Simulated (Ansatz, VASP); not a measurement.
# Two plane-wave programs on As2P3

File INCAR:

```
ALGO = Normal
EDIFF = 1E-6
ENCUT = 520
GGA = PE
ISIF = 2
ISMEAR = 0
LASPH = T
LCHARG = T
LELF = T
LREAL = F
LVHAR = T
LWAVE = F
NBANDS = 20
NELM = 80
PREC = Accurate
SIGMA = 0.1
```

The input KPOINTS:

```
k-points
0
Gamma
  6 6 4
```

The input POSCAR:

```
As2P3
1.0
    4.0757114685      0.0000000000      0.0000000000
   -2.0378557343      3.5296696702      0.0000000000
    0.0000000000      0.0000000000      6.3411450005
P As
3 2
Direct
    0.0000000000      0.0000000000      0.0000000000
    0.3333333333      0.6666666667      0.6450000000
    0.6666666667      0.3333333333      0.3550000000
    0.3333333333      0.6666666667      0.2450000000
    0.6666666667      0.3333333333      0.7550000000
```

Input for Ansatz:

```yaml
crystal:
  lattice:
    - [4.0757114685, 0.0, 0.0]
    - [-2.0378557343, 3.5296696702, 0.0]
    - [0.0, 0.0, 6.3411450005]
  atoms:
    - { symbol: P, position: [0.0, 0.0, 0.0] }
    - { symbol: P, position: [0.3333333333, 0.6666666667, 0.645] }
    - { symbol: P, position: [0.6666666667, 0.3333333333, 0.355] }
    - { symbol: As, position: [0.3333333333, 0.6666666667, 0.245] }
    - { symbol: As, position: [0.6666666667, 0.3333333333, 0.755] }
basis:
  ecutwfc: 420
kpoints:
  mp_grid: { grid: [6, 6, 4] }
hamiltonian:
  xc: pbe
scf:
  occupations: { method: gaussian, width: 0.1 }
  lower_state_search: "off"
output:
  forces: true
  stress: true
  eigenvalues: true
```

Alike in both runs: task single point; functional PBE; k mesh 6 × 6 × 4; occupations gaussian, width 0.1 eV; no spin polarisation.

|  | VASP | Ansatz |
| --- | --- | --- |
| version | VASP 6.6.1 | Ansatz 0.2.0 |
| potentials or method | VASP PAW PBE potentials, release 64 (P, As), cutoff 520 eV | scalar-relativistic, plane waves, PAW |
| valence electrons in the cell | 25 | 45 |

```csv
,VASP,Ansatz,Ansatz less VASP
gap on the k mesh at the Fermi level (eV),none,none,-
pressure (GPa),5.4,5.3,-0.10
"traceless stress, the component that is largest in VASP (GPa)",-2.38,-2.36,+0.017
rms of the force components (eV/Å),0.313,0.306,-0.0071
```

Atom by atom the forces differ by 0.007 eV/Å (rms over components). A gap of «none» marks a metal or a gap that the smearing closes. VASP's potentials hold 25 valence electrons a cell and Ansatz's 45, so a difference there can come from the potentials and not from the codes.
